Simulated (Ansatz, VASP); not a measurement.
## Two plane-wave programs on Au

```
Au
1.0
     0.00000    2.06398    2.06398
     2.06398    0.00000    2.06398
     2.06398    2.06398    0.00000
Au
1
Direct
  0.00000 0.00000 0.00000
```

Alike in both runs: functional r2SCAN; k mesh 8 × 8 × 8; occupations gaussian, width 0.1 eV; no spin polarisation.

Ansatz relaxed the structure, and its values are those at the end. VASP's run is a single point on that final structure, the one shown.

|  | VASP | Ansatz |
| --- | --- | --- |
| version | VASP 6.6.1 | Ansatz 0.2.0 |
| potentials or method | VASP PAW PBE potentials, release 64 (Au), cutoff 520 eV | scalar-relativistic, plane waves, PAW |
| valence electrons in the cell | 11 | 19 |

Ansatz gave:

- gap on the k mesh at the Fermi level (eV): none
- pressure (GPa): 0.4

Question: What did VASP give for the same quantities?

Answer: gap on the k mesh at the Fermi level (eV): none; pressure (GPa): 0.6.

VASP's potentials were made for PBE, not for r2SCAN. A gap of «none» marks a metal or a gap that the smearing closes. The functional is the same, so the differences come from potentials, cutoffs and numerics. VASP's potentials hold 11 valence electrons a cell and Ansatz's 19, so a difference there can come from the potentials and not from the codes.

Neither program's run includes spin-orbit coupling.
